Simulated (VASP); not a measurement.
Crystal: MoSe2.

```
Mo Se
1.0
     3.28800    0.00000    0.00000
    -1.64400    2.84749    0.00000
     0.00000    0.00000   12.90000
Mo Se
2 4
Direct
  0.33333 0.66667 0.25000
  0.66667 0.33333 0.75000
  0.33333 0.66667 0.62500
  0.66667 0.33333 0.12500
  0.33333 0.66667 0.87500
  0.66667 0.33333 0.37500
```

Base run:

| Quantity | Value |
| --- | --- |
| Program | VASP 6.6.1 |
| Functional | PBEsol |
| Potentials or basis | VASP PAW PBE potentials, release 64 (Mo_sv, Se) |
| Cutoff | 500 eV |
| k mesh | 8 × 8 × 2 |
| Occupations | gaussian, width 0.05 eV |
| Spin | collinear spin |
| Starting moments | [2.2, 2.2, 0.0, 0.0, 0.0, 0.0] μB |
| Fixed moment | 4.4 μB |

Its results: pressure 13.3 GPa; site moments Mo +1.57; Se +0.11 μB; largest force 1.467 eV/Å.

The run is repeated on the same cell with these changes: fixed moment from 4.4 μB to 4 μB; moments at the start from [2.2, 2.2, 0.0, 0.0, 0.0, 0.0] to [2.0, 2.0, 0.0, 0.0, 0.0, 0.0]. What comes out?

Pressure 12.2 GPa; site moments Mo +1.45; Se +0.09 μB; largest force 1.409 eV/Å.

Caveats: the cell stands under pressure; the PAW data sets were made with another functional, which shifts forces and pressure a little; this functional lacks dispersion, which binds layers or chains, so the pressure and a relaxed spacing across them are unreliable; the total moment is fixed, so each spin has its own Fermi level and the state may be an excited one.
